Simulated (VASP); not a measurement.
A run of VASP 6.6.1:

The input INCAR:

```
SYSTEM = Mg5O
PREC     = Accurate       ! precision mode
ENCUT    = 600            ! plane-wave cutoff, eV
EDIFF    = 1E-6           ! SCF threshold, eV
ISMEAR   = 0              ! smearing method
SIGMA    = 0.1            ! smearing width, eV
LREAL    = .False.        ! projectors in reciprocal space
LASPH    = .True.         ! aspherical terms in the spheres
NELM     = 80             ! most SCF steps
ALGO     = Normal         ! electronic algorithm
ISIF     = 3              ! what is computed and relaxed
LWAVE    = .False.        ! write WAVECAR
LCHARG   = .False.        ! write CHGCAR
GGA      = PE             ! functional
IBRION   = 2              ! ionic algorithm
NSW      = 100            ! ionic steps
EDIFFG   = -0.01          ! ionic threshold
```

File KPOINTS:

```
regular mesh
0
Gamma
  12 12 2
  0 0 0
```

POSCAR

```
Mg5O
1.0
    3.1504227934      0.0000000000      0.0000000000
   -1.5752113967      2.7283461718      0.0000000000
    0.0000000000      0.0000000000     25.5912103351
Mg O
10 2
Direct
    0.3333333333      0.6666666667      0.4518614918
    0.6666666667      0.3333333333      0.5481385082
    0.3333333333      0.6666666667      0.6492250327
    0.6666666667      0.3333333333      0.7500000000
    0.3333333333      0.6666666667      0.0481385082
    0.6666666667      0.3333333333      0.9518614918
    0.3333333333      0.6666666667      0.8507749673
    0.6666666667      0.3333333333      0.3507749673
    0.3333333333      0.6666666667      0.2500000000
    0.6666666667      0.3333333333      0.1492250327
    0.0000000000      0.0000000000      0.5000000000
    0.0000000000      0.0000000000      0.0000000000
```

Potentials or basis: VASP PAW PBE potentials, release 64 (Mg, O).

Launch:

```bash
$ cat potpaw_PBE.64/Mg/POTCAR potpaw_PBE.64/O/POTCAR > POTCAR
$ mpirun -np 1 vasp_std > vasp.out
```

Hardware: 1 thread of Intel Xeon 6975P-C (shared host).

Q: How long does it take, and how much memory?

A: Run time: 16 min on 1 thread of Intel Xeon 6975P-C, with other jobs on the host, peak memory 0.56 GiB. Counts: scf iterations 33, k points 38, ion steps 6.
